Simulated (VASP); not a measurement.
# SiC (P6_3mc) in VASP: relaxation of cell and atoms with PBEsol

Aim: the relaxation of cell and atoms of SiC with PBEsol.

All numbers are computed with VASP 6.6.1; they aren't measurements. Logs are shortened: lines on timing, memory, paths and dates and some standing lists are left out, and cuts for length are marked.

### 1 The cell of the first run

The structure is hexagonal, space group P6_3mc (No. 186). Conventional cell: a = 3.076 Å, b = 3.076 Å, c = 5.048 Å, α = 90.00°, β = 90.00°, γ = 120.00°. Si (site symmetry 3m) has 4 C at 1.87 to 1.94 Å within 2.5 Å. C (site symmetry 3m) has 4 Si at 1.87 to 1.94 Å within 2.5 Å.

### 2 Relaxation of cell and atoms, PBEsol

Contents of INCAR:

```
SYSTEM = SiC
  PREC = Accurate
  ENCUT = 600
  EDIFF = 1E-7
  ISMEAR = -1
  SIGMA = 0.1
  LREAL = .False.
  LASPH = .True.
  NELM = 60
  ALGO = Normal
  ISIF = 3
  LWAVE = .False.
  LCHARG = .False.
  GGA = PS
  IBRION = 2
  NSW = 100
  EDIFFG = -0.002
```

Contents of KPOINTS:

```
Automatic mesh
0
Gamma
  16 16 8
  0 0 0
```

Contents of POSCAR:

```
SiC
1.0
    3.0760000000      0.0000000000      0.0000000000
   -1.5380000000      2.6638941420      0.0000000000
    0.0000000000      0.0000000000      5.0480000000
Si C
2 2
Direct
    0.3333333333      0.6666666667      0.0000000000
    0.6666666667      0.3333333333      0.5000000000
    0.3333333333      0.6666666667      0.3850000000
    0.6666666667      0.3333333333      0.8850000000
```

Potentials or basis: VASP PAW PBE potentials, release 64 (Si, C).

Launch:

```
> cat potpaw_PBE.64/Si/POTCAR potpaw_PBE.64/C/POTCAR > POTCAR
> mpirun -np 1 vasp_std > vasp.out
```

OUTCAR:

```text
SYSTEM = SiC
   PREC = Accurate
   ENCUT = 600
   EDIFF = 1E-7
   ISMEAR = -1
   LREAL = .False.
   LASPH = .True.
   NELM = 60
   ISIF = 3
   GGA = PS
   IBRION = 2
   NSW = 100
   EDIFFG = -0.002

 ion  position               nearest neighbor table
   1  0.333  0.667  0.000-   4 1.87   4 1.87   4 1.87   3 1.94   2 3.09   2 3.09   2 3.09   2 3.09
                             2 3.09   2 3.09
   2  0.667  0.333  0.500-   3 1.87   3 1.87   3 1.87   4 1.94   1 3.09   1 3.09   1 3.09   1 3.09
                             1 3.09   1 3.09
   3  0.333  0.667  0.385-   2 1.87   2 1.87   2 1.87   1 1.94
   4  0.667  0.333  0.885-   1 1.87   1 1.87   1 1.87   2 1.94

  LATTYP: Found a hexagonal cell.
 ALAT       =     3.0760000000
 C/A-ratio  =     1.6410923277

  Lattice vectors:

 A1 = (   3.0760000000,   0.0000000000,   0.0000000000)
 A2 = (  -1.5380000000,   2.6638941420,   0.0000000000)
 A3 = (   0.0000000000,   0.0000000000,   5.0480000000)

Analysis of symmetry for initial positions (statically):
=====================================================================
 Subroutine PRICEL returns:
 Original cell was already a primitive cell.

 Routine SETGRP: Setting up the symmetry group for a
 hexagonal supercell.

 Subroutine GETGRP returns: Found 12 space group operations
 (whereof  6 operations were pure point group operations)
 out of a pool of 24 trial point group operations.

The static configuration has the point symmetry C_3v.
 The point group associated with its full space group is C_6v.

Analysis of symmetry for dynamics (positions and initial velocities):
=====================================================================
 Subroutine PRICEL returns:
 Original cell was already a primitive cell.

 Routine SETGRP: Setting up the symmetry group for a
 hexagonal supercell.

 Subroutine GETGRP returns: Found 12 space group operations
 (whereof  6 operations were pure point group operations)
 out of a pool of 24 trial point group operations.

The dynamic configuration has the point symmetry C_3v.
 The point group associated with its full space group is C_6v.

 Subroutine INISYM returns: Found 12 space group operations
 (whereof  6 operations are pure point group operations),
 and found     1 'primitive' translations

----------------------------------------------------------------------------------------

                                     Primitive cell

  volume of cell :      41.3640

  direct lattice vectors                    reciprocal lattice vectors
     3.076000000  0.000000000  0.000000000     0.325097529  0.187695146  0.000000000
    -1.538000000  2.663894142  0.000000000     0.000000000  0.375390292  0.000000000
     0.000000000  0.000000000  5.048000000     0.000000000  0.000000000  0.198098257

  length of vectors
     3.076000000  3.076000000  5.048000000     0.375390292  0.375390292  0.198098257

  position of ions in fractional coordinates (direct lattice)
     0.333333333  0.666666667  0.000000000
     0.666666667  0.333333333  0.500000000
     0.333333333  0.666666667  0.385000000
     0.666666667  0.333333333  0.885000000

  ion indices of the primitive-cell ions
   primitive index   ion index
                 1           1
                 2           2
                 3           3
                 4           4

----------------------------------------------------------------------------------------

 KPOINTS: Automatic mesh

Automatic generation of k-mesh.
 Grid dimensions read from file:
 generate k-points for:   16   16    8

 Generating k-lattice:

  Cartesian coordinates                     Fractional coordinates (reciprocal lattice)
     0.020318596  0.011730947  0.000000000     0.062500000  0.000000000  0.000000000
     0.000000000  0.023461893  0.000000000     0.000000000  0.062500000  0.000000000
     0.000000000  0.000000000  0.024762282     0.000000000  0.000000000  0.125000000

  Length of vectors
     0.023461893  0.023461893  0.024762282

  Shift w.r.t. Gamma in fractional coordinates (k-lattice)
     0.000000000  0.000000000  0.000000000

 Subroutine IBZKPT returns following result:
 ===========================================

 Found    150 irreducible k-points:

 Following reciprocal coordinates:
            Coordinates               Weight
  0.000000  0.000000  0.000000      1.000000
  0.062500  0.000000  0.000000      6.000000
  0.125000  0.000000  0.000000      6.000000
  0.187500 -0.000000  0.000000      6.000000
  0.250000  0.000000  0.000000      6.000000
  0.312500  0.000000  0.000000      6.000000
[... 16 lines left out ...]
  0.187500  0.187500  0.000000      6.000000
  0.250000  0.187500  0.000000     12.000000
 [... further k-points ...]
   k-points           NKPTS =    150   k-points in BZ     NKDIM =    150   number of bands    NBANDS=     12
   number of dos      NEDOS =    301   number of ions     NIONS =      4
   total plane-waves  NPLWV =  31360
   dimension x,y,z NGX =    28 NGY =   28 NGZ =   40
   dimension x,y,z NGXF=    56 NGYF=   56 NGZF=   80
   ions per type =               2   2
   NGX,Y,Z   is equivalent  to a cutoff of  15.13, 15.13, 13.17 a.u.
   NGXF,Y,Z  is equivalent  to a cutoff of  30.27, 30.27, 26.35 a.u.
 SYSTEM =  SiC
   PREC   = accura    normal or accurate (medium, high low for compatibility)
   ISTART =      0    job   : 0-new  1-cont  2-samecut
   ICHARG =      2    charge: 1-file 2-atom 10-const
   ISPIN  =      1    spin polarized calculation?
   LNONCOLLINEAR =      F non collinear calculations
   LSORBIT =      F    spin-orbit coupling
   LASPH  =      T    aspherical Exc in radial PAW
   ENCUT  =  600.0 eV  44.10 Ry    6.64 a.u.   6.14  6.14 10.08*2*pi/ulx,y,z
   NELM   =     60;   NELMIN=  2; NELMDL= -5     # of ELM steps
   EDIFF  = 0.1E-06   stopping-criterion for ELM
   LREAL  =      F    real-space projection
   EDIFFG = -.2E-02   stopping-criterion for IOM
   NSW    =    100    number of steps for IOM
   IBRION =      2    ionic relax: 0-MD 1-quasi-New 2-CG
   NFREE  =      1    steps in history (QN), initial steepest desc. (CG)
   ISIF   =      3    stress and relaxation
   ISYM   =      2    0-nonsym 1-usesym 2-fastsym
   POTIM  = 0.5000    time-step for ionic-motion
   TEBEG  =    0.0;   TEEND  =   0.0 temperature during run
   PSTRESS=    0.0 pullay stress
   NELECT =      16.0000    total number of electrons
   NUPDOWN=      -1.0000    fix difference up-down
   EMIN   =  10.00;   EMAX   =-10.00  energy-range for DOS
   EFERMI =   0.00;   METHOD = LEGACY
   ISMEAR =    -1;   SIGMA  =   0.10  broadening in eV -4-tet -1-fermi 0-gaus
   EFERMI_NEDOS =   21; number of points for ismear=-14 and -15
   IALGO  =     38    algorithm
   IMIX   =      4    mixing-type and parameters
     AMIX     =   0.40;   BMIX     =  1.00
     AMIX_MAG =   1.60;   BMIX_MAG =  1.00
  volume/ion in A,a.u.               =      10.34        69.78
  Fermi-wavevector in a.u.,A,eV,Ry     =   1.192817  2.254098 19.358549  1.422813
  Thomas-Fermi vector in A             =   2.328847
   LORBIT       =      0    0 simple, 1 ext, 2 COOP (PROOUT), +10 PAW based schemes
   GGA     = PS    functional components
   LHFCALC =     F    Hartree Fock is set to
   AEXX    =    0.0000 exact exchange contribution
   IVDW    =     0    specifies the selected vdW correction
   LEPSILON=     F    determine dielectric tensor
   LRPA    =     F    only Hartree local field effects (RPA)
 conjugate gradient relaxation of ions
 non-spin polarized calculation
  energy-cutoff  :      600.00
  volume of cell :       41.36
 maximum number of plane-waves:      1402
 NGX is ok and might be reduce to    28
   NGX = 13   NGY = 13   NGZ = 21

--------------------------------------- Ionic step        1  -------------------------------------------

 number of electron      16.0000001 magnetization

 Free energy of the ion-electron system (eV)
  ---------------------------------------------------
  ext. energy  EPLUGINS =         0.00000000
  ---------------------------------------------------
  free energy    TOTEN  =       -31.78839636 eV

  energy without entropy =      -31.78839600  energy(sigma->0) =      -31.78839618

------------------------ aborting loop because EDIFF is reached ----------------------------------------

  FORCE on cell =-STRESS in cart. coord.  units (eV):
  Direction    XX          YY          ZZ          XY          YZ          ZX
  --------------------------------------------------------------------------------------
  -------------------------------------------------------------------------------------
  Total        0.5506590      0.5506590     -0.7274914      0.0000000      0.0000000      0.0000000
  in kB       21.3290096     21.3290096    -28.1783674      0.0000000      0.0000000      0.0000000
  external PRESSURE =       4.8265506 kB  Pullay stress =       0.0000000 kB
[... 213 lines left out ...]
  energy  without entropy=      -31.8245147073  energy(sigma->0) =      -31.82451503

--------------------------------------- Ionic step        7  -------------------------------------------

 number of electron      16.0000000 magnetization

 Free energy of the ion-electron system (eV)
  ---------------------------------------------------
  ext. energy  EPLUGINS =         0.00000000
  ---------------------------------------------------
  free energy    TOTEN  =       -31.82453330 eV

  energy without entropy =      -31.82453264  energy(sigma->0) =      -31.82453297

 E-fermi :   9.3447     XC(G=0): -11.4954

 val. band max:        8.1980265945   @ k =   0.0000   0.0000   0.0000
 cond. band min:      10.3771160861   @ k =   0.3125   0.3125   0.0000
 fundamental gap:      2.1790894916
 Fermi energy:         9.3447294146

 k-point     1 :       0.0000    0.0000    0.0000
  band No.  band energies     occupation
      1      -7.3847      2.00000
      2      -3.7839      2.00000
      3      -0.5596      2.00000
      4       6.8763      2.00000
      5       6.8763      2.00000
      6       8.0851      1.99999
      7       8.1980      1.99998
      8       8.1980      1.99998
      9      12.9312      0.00000
     10      14.3401      0.00000
     11      14.7875      0.00000
     12      14.7875      0.00000
[... 331 lines left out ...]
 k-point    24 :       0.2500    0.1875    0.0000
  band No.  band energies     occupation
      1      -5.0027      2.00000
      2      -2.1622      2.00000
      3       0.9482      2.00000
      4       2.2808      2.00000
      5       2.8849      2.00000
      6       4.1231      2.00000
      7       5.8776      2.00000
      8       6.0396      2.00000
      9      11.9059      0.00000
     10      14.0476      0.00000
     11      15.5676      0.00000
     12      16.0324      0.00000

 [... further k-points ...]

------------------------ aborting loop because EDIFF is reached ----------------------------------------

  FORCE on cell =-STRESS in cart. coord.  units (eV):
  Direction    XX          YY          ZZ          XY          YZ          ZX
  --------------------------------------------------------------------------------------
  -------------------------------------------------------------------------------------
  Total        0.0032785      0.0032785     -0.0008407      0.0000000      0.0000000      0.0000000
  in kB        0.1268790      0.1268790     -0.0325366      0.0000000      0.0000000      0.0000000
  external PRESSURE =       0.0737405 kB  Pullay stress =       0.0000000 kB
[... 19 lines left out ...]
  FREE ENERGIE OF THE ION-ELECTRON SYSTEM (eV)
  ---------------------------------------------------
  free  energy   TOTEN  =       -31.8245332985 eV

  energy  without entropy=      -31.8245326434  energy(sigma->0) =      -31.82453297

 reached required accuracy - stopping structural energy minimisation
```

Wall time 2.4 min (1 thread of Intel Xeon 6975P-C (Granite Rapids), shared host); peak memory 0.23 GiB.

Results:

| Item | Value |
| --- | --- |
| Free energy | -31.8245 eV |
| Relaxed volume | 10.35 Å³/atom |
| Relaxed cell | a = 3.077 Å, b = 3.077 Å, c = 5.049 Å, α = 90.00°, β = 90.00°, γ = 120.00° |
| Space group after relaxing (to 0.1 Å) | P6_3mc (No. 186) |
| Energy gained by relaxing | 9.0 meV/atom |
| Ionic steps | 7 |
| Pressure after relaxing | 0.0 GPa |
| Band gap on the k mesh | 2.18 eV (least direct gap 3.85 eV) |

Step by step:
| step | energy change (eV) | largest force (eV/Å) | pressure (GPa) | volume (Å³) |
| --- | --- | --- | --- | --- |
| 1 | 0.0000 | 0.7510 | 0.48 | 41.36 |
| 2 | -0.0027 | 0.6808 | -0.53 | 41.55 |
| 3 | -0.0330 | 0.0719 | -0.34 | 41.46 |
| 4 | -0.0360 | 0.0155 | 0.27 | 41.35 |
| 5 | -0.0361 | 0.0041 | 0.19 | 41.37 |
| 6 | -0.0361 | 0.0049 | -0.15 | 41.43 |
| 7 | -0.0361 | 0.0008 | 0.01 | 41.40 |

Final structure:
```xyz
4
Lattice="3.0769 0.0000 0.0000 -1.5384 2.6647 0.0000 0.0000 0.0000 5.0494" Properties=species:S:1:pos:R:3 pbc="T T T"
Si    0.0000    1.7764    0.0232
Si    1.5384    0.8882    2.5479
C     0.0000    1.7764    1.9208
C     1.5384    0.8882    4.4456
```

Caveat: the PAW data sets were made with another functional, which shifts forces and pressure a little.
